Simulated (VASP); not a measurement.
# Si16O (a cell with a defect) in VASP: further runs

Si16O (a cell with a defect) is run at these levels: LDA; tasks: single point.

Everything below comes from runs of VASP 6.6.1. Logs are shortened: lines on timing, memory, paths and dates and some standing lists are left out, and cuts for length are marked.

## 1. The cell of the first run

The cell holds a defect, 17 atoms: a = 7.679 Å, b = 7.679 Å, c = 7.679 Å, α = 60.00°, β = 60.00°, γ = 60.00°.

## 2. Single point, LDA, collinear spin, ferromagnetic start

File INCAR:

```
SYSTEM = Si16O
ALGO     = Normal         ! electronic algorithm
EDIFF    = 1E-6           ! SCF threshold, eV
ENCUT    = 520            ! plane-wave cutoff, eV
GGA      = CA             ! functional
ISIF     = 2              ! what is computed and relaxed
ISMEAR   = -1             ! smearing method
ISPIN    = 2              ! spin polarisation
LASPH    = .TRUE.         ! aspherical terms in the spheres
LCHARG   = .TRUE.         ! write CHGCAR
LELF     = .TRUE.         ! ELF
LORBIT   = 11             ! projections on sites
LREAL    = Auto         
LVHAR    = .TRUE.       
LWAVE    = .FALSE.        ! write WAVECAR
MAGMOM   = 0 0 0 0 0 0 0 0 0 0 0 0 0 0 0 0 1 ! initial moments
NBANDS   = 53             ! bands
NELM     = 150            ! most SCF steps
PREC     = Accurate       ! precision mode
SIGMA    = 0.002          ! smearing width, eV
```

File KPOINTS:

```
k-points
0
G
  2 2 2
  0 0 0
```

File POSCAR:

```
Si16O
1.0
    0.0000000000      5.4300000000      5.4300000000
    5.4300000000      0.0000000000      5.4300000000
    5.4300000000      5.4300000000      0.0000000000
Si O
16 1
Direct
    0.0381307551     -0.0310957643      0.0077624309
    0.1359300184      0.1183609576      0.1317495396
   -0.0102302026      0.0192725599      0.5295488029
    0.1182504604      0.1216390424      0.6573848987
    0.0136740331      0.4925506446      0.0204511971
    0.0928545120      0.6260405157      0.1899079190
    0.0060497238      0.5106169429      0.5512983425
    0.1585267035      0.6547329650      0.6210128913
    0.5135451197     -0.0172099448      0.0435267035
    0.6684622468      0.1423296501      0.0796777164
    0.4966482505     -0.0283057090      0.4747329650
    0.6102302026      0.1013904236      0.5980570902
    0.4974769797      0.5095395948      0.0109944751
    0.6411694291      0.6095119705      0.1563075506
    0.5096685083      0.4820257827      0.5235911602
    0.6477900552      0.6108839779      0.6426703499
    0.4926335175      0.9771454880      0.8507734807
```

Potentials or basis: VASP PAW LDA potentials, release 64 (Si, O).

Launch:

```bash
cat potpaw_LDA.64/Si/POTCAR potpaw_LDA.64/O/POTCAR > POTCAR
mpirun -np 1 vasp_std > vasp.out
```

OUTCAR:

```text
SYSTEM = Si16O
   EDIFF = 1E-6
   ENCUT = 520
   GGA = CA
   ISIF = 2
   ISMEAR = -1
   ISPIN = 2
   LASPH = .TRUE.
   LORBIT = 11
   LREAL = Auto
   NELM = 150
   PREC = Accurate

 ion  position               nearest neighbor table
   1  0.038  0.969  0.008-   6 2.21   4 2.21   2 2.34  10 2.35
   2  0.136  0.118  0.132-   1 2.34   5 2.35   9 2.38   3 2.50
   3  0.990  0.019  0.530-   4 2.25   8 2.31  12 2.48   2 2.50
   4  0.118  0.122  0.657-   1 2.21   3 2.25  11 2.44   7 2.45
   5  0.014  0.493  0.020-  14 2.34   2 2.35   6 2.42   8 2.52
   6  0.093  0.626  0.190-   1 2.21   7 2.28   5 2.42  13 2.55
   7  0.006  0.511  0.551-  16 2.27   6 2.28   8 2.32   4 2.45
   8  0.159  0.655  0.621-  15 2.23   3 2.31   7 2.32   5 2.52
   9  0.514  0.983  0.044-  17 1.59  10 2.26  14 2.34   2 2.38  12 2.85
  10  0.668  0.142  0.080-   9 2.26  13 2.34   1 2.35  11 2.53
  11  0.497  0.972  0.475-  12 2.30  16 2.32   4 2.44  10 2.53
  12  0.610  0.101  0.598-  17 1.66  11 2.30  15 2.45   3 2.48   9 2.85
  13  0.497  0.510  0.011-  16 2.32  10 2.34  14 2.45   6 2.55
  14  0.641  0.610  0.156-  15 2.30   5 2.34   9 2.34  13 2.45
  15  0.510  0.482  0.524-   8 2.23  14 2.30  16 2.42  12 2.45
  16  0.648  0.611  0.643-   7 2.27  13 2.32  11 2.32  15 2.42
  17  0.493  0.977  0.851-   9 1.59  12 1.66

  LATTYP: Found a face centered cubic cell.
 ALAT       =    10.8600000000

  Lattice vectors:

 A1 = (   0.0000000000,   5.4300000000,   5.4300000000)
 A2 = (   5.4300000000,   0.0000000000,   5.4300000000)
 A3 = (   5.4300000000,   5.4300000000,   0.0000000000)

Analysis of symmetry for initial positions (statically):
=====================================================================
 Subroutine PRICEL returns:
 Original cell was already a primitive cell.

 Routine SETGRP: Setting up the symmetry group for a
 face centered cubic supercell.

 Subroutine GETGRP returns: Found  1 space group operations
 (whereof  1 operations were pure point group operations)
 out of a pool of 48 trial point group operations.

The static configuration has the point symmetry C_1 .

Analysis of symmetry for dynamics (positions and initial velocities):
=====================================================================
 Subroutine PRICEL returns:
 Original cell was already a primitive cell.

 Routine SETGRP: Setting up the symmetry group for a
 face centered cubic supercell.

 Subroutine GETGRP returns: Found  1 space group operations
 (whereof  1 operations were pure point group operations)
 out of a pool of 48 trial point group operations.

The dynamic configuration has the point symmetry C_1 .

Analysis of structural, dynamic, and magnetic symmetry:
=====================================================================
 Subroutine PRICEL returns:
 Original cell was already a primitive cell.

 Routine SETGRP: Setting up the symmetry group for a
 face centered cubic supercell.

 Subroutine GETGRP returns: Found  1 space group operations
 (whereof  1 operations were pure point group operations)
 out of a pool of 48 trial point group operations.

The overall configuration has the point symmetry C_1 .

 Subroutine INISYM returns: Found  1 space group operations
 (whereof  1 operations are pure point group operations),
 and found     1 'primitive' translations

----------------------------------------------------------------------------------------

                                     Primitive cell

  volume of cell :     320.2060

  direct lattice vectors                    reciprocal lattice vectors
     0.000000000  5.430000000  5.430000000    -0.092081031  0.092081031  0.092081031
     5.430000000  0.000000000  5.430000000     0.092081031 -0.092081031  0.092081031
     5.430000000  5.430000000  0.000000000     0.092081031  0.092081031 -0.092081031

  length of vectors
     7.679179644  7.679179644  7.679179644     0.159489025  0.159489025  0.159489025

  position of ions in fractional coordinates (direct lattice)
     0.038130755  0.968904236  0.007762431
     0.135930018  0.118360958  0.131749540
     0.989769797  0.019272560  0.529548803
     0.118250460  0.121639042  0.657384899
     0.013674033  0.492550645  0.020451197
     0.092854512  0.626040516  0.189907919
[... 9 lines left out ...]
     0.647790055  0.610883978  0.642670350
     0.492633518  0.977145488  0.850773481

  ion indices of the primitive-cell ions
   primitive index   ion index
                 1           1
                 2           2
                 3           3
                 4           4
                 5           5
                 6           6
[... 9 lines left out ...]
                16          16
                17          17

----------------------------------------------------------------------------------------

 KPOINTS: k-points
[... 28 lines left out ...]
  0.000000  0.000000  0.500000      1.000000
  0.500000  0.500000  0.500000      1.000000
  0.500000  0.500000  0.000000      1.000000
  0.000000  0.500000  0.500000      1.000000
  0.500000  0.000000  0.500000      1.000000
   k-points           NKPTS =      8   k-points in BZ     NKDIM =      8   number of bands    NBANDS=     53
   number of dos      NEDOS =    301   number of ions     NIONS =     17
   total plane-waves  NPLWV = 216000
   dimension x,y,z NGX =    60 NGY =   60 NGZ =   60
   dimension x,y,z NGXF=   120 NGYF=  120 NGZF=  120
   ions per type =              16   1
   NGX,Y,Z   is equivalent  to a cutoff of  12.99, 12.99, 12.99 a.u.
   NGXF,Y,Z  is equivalent  to a cutoff of  25.98, 25.98, 25.98 a.u.
 SYSTEM =  Si16O
   PREC   = accura    normal or accurate (medium, high low for compatibility)
   ISTART =      0    job   : 0-new  1-cont  2-samecut
   ICHARG =      2    charge: 1-file 2-atom 10-const
   ISPIN  =      2    spin polarized calculation?
   LNONCOLLINEAR =      F non collinear calculations
   LSORBIT =      F    spin-orbit coupling
   LASPH  =      T    aspherical Exc in radial PAW
   ENCUT  =  520.0 eV  38.22 Ry    6.18 a.u.  14.28 14.28 14.28*2*pi/ulx,y,z
   NELM   =    150;   NELMIN=  2; NELMDL= -5     # of ELM steps
   EDIFF  = 0.1E-05   stopping-criterion for ELM
   LREAL  =      T    real-space projection
   EDIFFG = 0.1E-04   stopping-criterion for IOM
   NSW    =      0    number of steps for IOM
   IBRION =     -1    ionic relax: 0-MD 1-quasi-New 2-CG
   NFREE  =      0    steps in history (QN), initial steepest desc. (CG)
   ISIF   =      2    stress and relaxation
   ISYM   =      2    0-nonsym 1-usesym 2-fastsym
   POTIM  = 0.5000    time-step for ionic-motion
   TEBEG  =    0.0;   TEEND  =   0.0 temperature during run
   PSTRESS=    0.0 pullay stress
   NELECT =      70.0000    total number of electrons
   NUPDOWN=      -1.0000    fix difference up-down
   EMIN   =  10.00;   EMAX   =-10.00  energy-range for DOS
   EFERMI =   0.00;   METHOD = LEGACY
   ISMEAR =    -1;   SIGMA  =   0.00  broadening in eV -4-tet -1-fermi 0-gaus
   EFERMI_NEDOS =   21; number of points for ismear=-14 and -15
   IALGO  =     38    algorithm
   IMIX   =      4    mixing-type and parameters
     AMIX     =   0.40;   BMIX     =  1.00
     AMIX_MAG =   1.60;   BMIX_MAG =  1.00
  volume/ion in A,a.u.               =      18.84       127.11
  Fermi-wavevector in a.u.,A,eV,Ry     =   0.986199  1.863645 13.232857  0.972588
  Thomas-Fermi vector in A             =   2.117562
   LORBIT       =     11    0 simple, 1 ext, 2 COOP (PROOUT), +10 PAW based schemes
   GGA     = CA    functional components
   LHFCALC =     F    Hartree Fock is set to
   AEXX    =    0.0000 exact exchange contribution
   IVDW    =     0    specifies the selected vdW correction
   LEPSILON=     F    determine dielectric tensor
   LRPA    =     F    only Hartree local field effects (RPA)
 spin polarized calculation
  energy-cutoff  :      520.00
  volume of cell :      320.21
 maximum number of plane-waves:      8646
 NGX is ok and might be reduce to    60
   NGX = 29   NGY = 29   NGZ = 29

 number of electron      70.0000000 magnetization       0.0007463

 number of electron      70.0000000 magnetization      -0.0001819

 Free energy of the ion-electron system (eV)
  ---------------------------------------------------
  ext. energy  EPLUGINS =         0.00000000
  ---------------------------------------------------
  free energy    TOTEN  =      -100.19531169 eV

  energy without entropy =     -100.19531169  energy(sigma->0) =     -100.19531169

 E-fermi :   6.0931     XC(G=0):  -9.7576

 val. band max:        6.0101532479   @ k =   0.0000   0.0000   0.5000
 cond. band min:       6.2388843740   @ k =   0.0000   0.0000   0.0000
 fundamental gap:      0.2287311261
 Fermi energy:         6.0931483236

 spin component 1

 k-point     1 :       0.0000    0.0000    0.0000
  band No.  band energies     occupation
      1     -14.9366      1.00000
      2      -5.9262      1.00000
      3      -4.6292      1.00000
      4      -3.9330      1.00000
      5      -3.6219      1.00000
      6      -3.3693      1.00000
[... 389 lines left out ...]
     46       9.9211      0.00000
     47       9.9961      0.00000
 Fermi energy:         6.0931483236

 spin component 2

 k-point     1 :       0.0000    0.0000    0.0000
  band No.  band energies     occupation
      1     -14.9366      1.00000
      2      -5.9262      1.00000
      3      -4.6292      1.00000
      4      -3.9330      1.00000
      5      -3.6219      1.00000
      6      -3.3693      1.00000
[... 389 lines left out ...]
     46       9.9211      0.00000
     47       9.9961      0.00000
 [bands above 47 left out]

------------------------ aborting loop because EDIFF is reached ----------------------------------------

  FORCE on cell =-STRESS in cart. coord.  units (eV):
  Direction    XX          YY          ZZ          XY          YZ          ZX
  --------------------------------------------------------------------------------------
  -------------------------------------------------------------------------------------
  Total        2.3833374      5.2021573     -0.7208476      2.5908451     -3.4760764     -1.4032149
  in kB       11.9252262     26.0294250     -3.6068209     12.9635082    -17.3928366     -7.0211021
  external PRESSURE =      11.4492768 kB  Pullay stress =       0.0000000 kB

 VOLUME and BASIS-vectors are now :
 -----------------------------------------------------------------------------
  energy-cutoff  :      520.00
  volume of cell :      320.21
      direct lattice vectors                 reciprocal lattice vectors
     0.000000000  5.430000000  5.430000000    -0.092081031  0.092081031  0.092081031
     5.430000000  0.000000000  5.430000000     0.092081031 -0.092081031  0.092081031
     5.430000000  5.430000000  0.000000000     0.092081031  0.092081031 -0.092081031

 POSITION                                       TOTAL-FORCE (eV/Angst)
 -----------------------------------------------------------------------------------
      5.30330      0.24920      5.46820         1.802557     -0.115113      0.284595
      1.35810      1.45350      1.38080         1.612175      1.304256     -0.101955
      2.98010      8.24990      5.47910        -0.990341     -2.010077     -0.655411
      4.23010      4.21170      1.30260        -0.656600     -0.358094      1.941338
      2.78560      0.18530      2.74880        -0.079126     -0.175727      0.521602
      4.43060      1.53540      3.90360        -2.688725      0.583986     -0.101050
[... 9 lines left out ...]
      6.80680      7.00720      6.83460         0.201934     -0.901478     -0.963433
      9.92560      7.29470      7.98090        -2.255041     -2.218802      0.790749
 -----------------------------------------------------------------------------------
    total drift:                                0.001568     -0.002104     -0.005778

  FREE ENERGIE OF THE ION-ELECTRON SYSTEM (eV)
  ---------------------------------------------------
  free  energy   TOTEN  =      -100.1953116891 eV

  energy  without entropy=     -100.1953116891  energy(sigma->0) =     -100.19531169

 total charge

# of ion       s       p       d       tot
------------------------------------------
    1        0.757   1.007   0.000   1.764
    2        0.765   0.917   0.000   1.681
    3        0.756   0.943   0.000   1.699
    4        0.756   0.956   0.000   1.712
    5        0.751   0.913   0.000   1.664
    6        0.756   0.957   0.000   1.713
[... 9 lines left out ...]
   16        0.753   0.961   0.000   1.713
   17        1.576   3.623   0.000   5.199
--------------------------------------------------
tot         13.678  18.786   0.000  32.465

 magnetization (x)

# of ion       s       p       d       tot
------------------------------------------
    1       -0.000   0.000   0.000  -0.000
    2       -0.000   0.000   0.000  -0.000
    3       -0.000   0.000   0.000   0.000
    4       -0.000  -0.000   0.000  -0.000
    5        0.000   0.000   0.000   0.000
    6        0.000   0.000   0.000   0.000
[... 9 lines left out ...]
   16       -0.000  -0.000   0.000  -0.000
   17        0.000   0.000   0.000   0.000
--------------------------------------------------
tot         -0.000   0.000   0.000   0.000
```

Wall time 4.9 min (1 thread of Intel Xeon Platinum 8488C (Sapphire Rapids), shared host); peak memory 0.48 GiB.

What came out:

| Quantity | Value |
| --- | --- |
| Free energy | -100.1953 eV |
| Pressure | 1.1 GPa |
| Largest force | 3.261 eV/Å |
| Band gap on the k mesh | 0.23 eV |
| Net moment | 0.00 μB per cell |
| Valence electrons inside the program's atomic spheres | Si 1.76, 1.68, 1.70, 1.71, 1.66, 1.72, 1.73, 1.69, 1.67; O 5.20 |

Forces on the atoms (eV/Å):
```
Si   1.803 -0.115  0.285
Si   1.612  1.304 -0.102
Si  -0.990 -2.010 -0.655
Si  -0.657 -0.358  1.941
Si  -0.079 -0.176  0.522
Si  -2.689  0.584 -0.101
Si  -0.765  0.665 -0.369
Si   1.427  0.320 -1.557
Si   1.904  1.732 -1.418
Si   0.614  0.376 -0.724
Si  -0.215 -0.972  0.925
Si   0.303  0.288  1.459
Si   1.186  0.353 -0.070
Si  -0.334 -0.152 -0.217
Si  -1.067  1.281  0.253
Si   0.202 -0.901 -0.963
O   -2.255 -2.219  0.791
```

Stress tensor (GPa, compression positive):
```
 1.19  1.30 -0.70
 1.30  2.60 -1.74
-0.70 -1.74 -0.36
```

Caveat: the k points lie up to 0.50 Å⁻¹ apart.

## 3. Single point, LDA, collinear spin, ferromagnetic start

File INCAR:

```
SYSTEM = Si16O
PREC = Accurate ; ENCUT = 520
EDIFF = 1E-6 ; ISMEAR = -1
SIGMA = 0.002 ; LREAL = Auto
LASPH = .True. ; NELM = 150
ALGO = Normal ; ISIF = 2
LWAVE = .False. ; LCHARG = .False.
ISPIN = 2 ; MAGMOM = 0 0 0 0 0 0 0 0 0 0 0 0 0 0 0 0 1
LORBIT = 11 ; NBANDS = 53
```

File KPOINTS:

```
regular mesh
0
Gamma
  2 2 2
  0 0 0
```

File POSCAR:

```
Si16O
1.0
    0.0000000000      5.4300000000      5.4300000000
    5.4300000000      0.0000000000      5.4300000000
    5.4300000000      5.4300000000      0.0000000000
Si O
16 1
Direct
    0.0072836096      0.0055156538     -0.0030294659
    0.0926243094      0.1373572744      0.1490883978
   -0.0081491713     -0.0022375691      0.5319797422
    0.1086556169      0.1281767956      0.6452854512
   -0.0295395948      0.5104972376      0.0210681400
    0.0875230203      0.6429189687      0.1436924494
   -0.0279742173      0.5329281768      0.5114917127
    0.1218692449      0.6182965009      0.6426058932
    0.4675874770     -0.0141804788      0.0603683241
    0.6275322284      0.1415101289      0.0859484346
    0.4829465930     -0.0032780847      0.4766850829
    0.6497605893      0.1150460405      0.5784346225
    0.5058287293      0.4933241252      0.0276519337
    0.5788213628      0.6167034991      0.1960589319
    0.4782136280      0.4674033149      0.5688766114
    0.6152486188      0.6293370166      0.6553959484
    0.5778637201      0.9456721915      0.8313259669
```

Potentials or basis: VASP PAW LDA potentials, release 64 (Si, O).

Launch:

```bash
cat potpaw_LDA.64/Si/POTCAR potpaw_LDA.64/O/POTCAR > POTCAR
mpirun -np 1 vasp_std > vasp.out
```

Wall time 9.8 min (1 thread of Oxide Virtual Turin-like, shared host); peak memory 0.45 GiB.

The run converged. Its results:

- Free energy: -100.9955 eV
- Pressure: 1.3 GPa
- Largest force: 2.324 eV/Å
- Band gap on the k mesh: 0.13 eV
- Net moment: 0.00 μB per cell
- Valence electrons inside the program's atomic spheres: Si 1.74, 1.71, 1.75, 1.72, 1.68, 1.70, 1.67, 1.69, 1.73; O 5.15

Forces on the atoms (eV/Å):
```
Si   1.050  0.334 -1.010
Si   0.247  0.734  0.396
Si  -1.676  0.012  0.710
Si  -0.157 -0.973  2.104
Si   0.482 -0.358 -0.400
Si  -1.281  1.016  0.657
Si  -1.325  1.124 -0.370
Si   1.310 -0.499 -0.551
Si  -0.381 -0.739 -0.915
Si   0.459  1.500 -0.198
Si   0.160  0.117  1.123
Si   0.719 -0.594 -2.049
Si   1.300 -1.546 -0.361
Si  -0.413  0.997  0.464
Si  -0.402  0.687  1.079
Si   0.340 -1.009 -0.935
O   -0.432 -0.803  0.253
```

Stress tensor (GPa, compression positive):
```
 1.16  1.06 -0.40
 1.06  1.30 -0.37
-0.40 -0.37  1.52
```

Levels at points of the mesh, in eV from the valence-band top:
Spin up:
```tsv
k point	band 33	band 34	band 35	band 36	band 37	band 38
(0.00, 0.00, 0.00)	-0.69	-0.30	0.00	0.13	0.39	0.42
(0.50, 0.00, 0.00)	-1.08	-0.88	-0.63	0.82	1.00	1.17
(0.00, 0.50, 0.00)	-1.07	-0.85	-0.48	0.89	1.13	1.21
(0.00, 0.00, 0.50)	-0.73	-0.60	-0.09	0.65	1.03	1.14
(0.50, 0.50, 0.50)	-0.96	-0.78	-0.56	0.84	0.99	1.27
(0.50, 0.50, 0.00)	-1.37	-1.23	-0.75	0.91	1.14	1.86
(0.00, 0.50, 0.50)	-1.40	-1.06	-0.45	0.83	1.01	1.94
(0.50, 0.00, 0.50)	-1.44	-1.15	-0.90	1.07	1.16	1.88
```
Spin down:
```
           k point  band 33  band 34  band 35  band 36  band 37  band 38
(0.00, 0.00, 0.00)    -0.69    -0.30     0.00     0.13     0.39     0.42
(0.50, 0.00, 0.00)    -1.08    -0.88    -0.63     0.82     1.00     1.17
(0.00, 0.50, 0.00)    -1.07    -0.85    -0.48     0.89     1.13     1.21
(0.00, 0.00, 0.50)    -0.73    -0.60    -0.09     0.65     1.03     1.14
(0.50, 0.50, 0.50)    -0.96    -0.78    -0.56     0.84     0.99     1.27
(0.50, 0.50, 0.00)    -1.37    -1.23    -0.75     0.91     1.14     1.86
(0.00, 0.50, 0.50)    -1.40    -1.06    -0.45     0.83     1.01     1.94
(0.50, 0.00, 0.50)    -1.44    -1.15    -0.90     1.07     1.16     1.88
```

Caveat: the k points lie up to 0.50 Å⁻¹ apart.

(Continued in part 2 of 2.)
